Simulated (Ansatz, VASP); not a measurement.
# Two plane-wave programs on Ge3Pt

```
Ge Pt
1.0
     4.61992    0.00000    0.00000
     0.00000    4.61992    0.00000
     0.00000    0.00000    4.61992
Ge Pt
3 1
Direct
  0.50000 0.50000 0.00000
  0.50000 0.00000 0.50000
  0.00000 0.50000 0.50000
  0.00000 0.00000 0.00000
```

Change from the starting cell: species swapped into the LiMg3 type (Pm-3m, No. 221).

Alike in both runs: task relaxation of cell and atoms; functional PBE; k mesh 4 × 4 × 4; occupations gaussian, width 0.1 eV; no spin polarisation.

```csv
,VASP,Ansatz
version,VASP 6.6.1,Ansatz 0.2.0
potentials or method,"VASP PAW PBE potentials, release 64 (Ge_d, Pt), cutoff 600 eV","scalar-relativistic, plane waves, PAW"
valence electrons in the cell,52,60
```

|  | VASP | Ansatz | Ansatz less VASP |
| --- | --- | --- | --- |
| gap on the k mesh at the Fermi level, each at its own relaxed structure (eV) | none | none | - |
| relaxed volume (Å³/atom) | 17.84 | 17.84 | -0.006 |
| relaxed cell length with the largest relative difference (Å) | 4.148 | 4.148 | -0.0005 |

A gap of «none» marks a metal or a gap that the smearing closes. VASP's potentials hold 52 valence electrons a cell and Ansatz's 60, so a difference there can come from the potentials and not from the codes.

Neither program's run includes spin-orbit coupling. Noted on VASP's run: the volume moved by over 15 % at a fixed basis, so the end points are rough.
